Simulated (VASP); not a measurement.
SiC: single point with PBEsol

SiC:

```
Si C
1.0
     3.01321    0.00000    0.00000
    -1.50660    2.60951    0.00000
     0.00000    0.00000    4.94495
Si C
2 2
Direct
  0.33333 0.66667 0.00000
  0.66667 0.33333 0.50000
  0.33333 0.66667 0.38500
  0.66667 0.33333 0.88500
```

This cell differs from its parent crystal: volume scaled by 0.94.

```
Program             : VASP 6.6.1
Task                : single point
Functional          : PBEsol
Potentials or basis : VASP PAW PBE potentials, release 64 (Si, C)
Cutoff              : 520 eV
k mesh              : 15 × 15 × 8
Occupations         : fermi-dirac, width 0.08 eV
Spin                : no spin polarisation
```

```yaml
Pressure: 16.2 GPa
Largest_force: 0.854 eV/Å
Band_gap_on_the_k_mesh: 2.04 eV, indirect (least direct gap 4.10 eV)
```

Forces on the atoms (eV/Å):
```
Si   0.000  0.000  0.854
Si   0.000  0.000  0.854
C    0.000  0.000 -0.854
C    0.000  0.000 -0.854
```

Stress tensor (GPa, compression positive):
```
18.81  0.00  0.00
 0.00 18.81  0.00
 0.00  0.00 11.01
```

Levels at points of the mesh, in eV from the valence-band top:
| k point | band 4 | band 5 | band 6 | band 7 | band 8 | band 9 | band 10 | band 11 | band 12 | band 13 |
| --- | --- | --- | --- | --- | --- | --- | --- | --- | --- | --- |
| (0.00, 0.00, 0.00) | -1.58 | -1.58 | -0.27 | -0.27 | 0.00 | 5.12 | 6.60 | 6.80 | 6.80 | 8.06 |
| (0.00, 0.00, 0.50) | -4.61 | -0.97 | -0.97 | -0.97 | -0.97 | 6.20 | 6.20 | 7.44 | 7.44 | 7.44 |

Run time: 37 s on 1 thread of Intel Xeon 6975P-C, with other jobs on the host, peak memory 0.2 GiB.

Caveat: the PAW data sets were made with another functional, which shifts forces and pressure a little. A k mesh can miss the band edges.
